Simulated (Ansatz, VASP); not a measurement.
One calculation of Al4Cu, two programs

```
Al Cu
1.0
     2.83616    0.00000    0.00000
    -1.41808    2.45618    0.00000
     0.00000    0.00000   22.23208
Al Cu
8 2
Direct
  0.33333 0.66667 0.84159
  0.33333 0.66667 0.05321
  0.33333 0.66667 0.44679
  0.33333 0.66667 0.65841
  0.66667 0.33333 0.94679
  0.66667 0.33333 0.15841
  0.66667 0.33333 0.34159
  0.66667 0.33333 0.55321
  0.33333 0.66667 0.25000
  0.66667 0.33333 0.75000
```

Alike in both runs: functional PBE; k mesh 18 × 18 × 2; occupations gaussian, width 0.1 eV; no spin polarisation.

Ansatz relaxed the structure, and its values are those at the end. VASP's run is a single point on that final structure, the one shown.

|  | VASP | Ansatz |
| --- | --- | --- |
| version | VASP 6.6.1 | Ansatz 0.2.0 |
| potentials or method | VASP PAW PBE potentials, release 64 (Al, Cu), cutoff 520 eV | scalar-relativistic, plane waves, PAW |
| valence electrons in the cell | 46 | 62 |

Ansatz gave:

| Quantity | Value |
| --- | --- |
| gap on the k mesh at the Fermi level (eV) | none |
| pressure (GPa) | 0.0 |
| rms of the force components (eV/Å) | 0.001 |

Problem. Which values does VASP return?

Solution. gap on the k mesh at the Fermi level (eV): none; pressure (GPa): 0.0; rms of the force components (eV/Å): 0.006.

A gap of «none» marks a metal or a gap that the smearing closes. The functional is the same, so the differences come from potentials, cutoffs and numerics. VASP's potentials hold 46 valence electrons a cell and Ansatz's 62, so a difference there can come from the potentials and not from the codes.
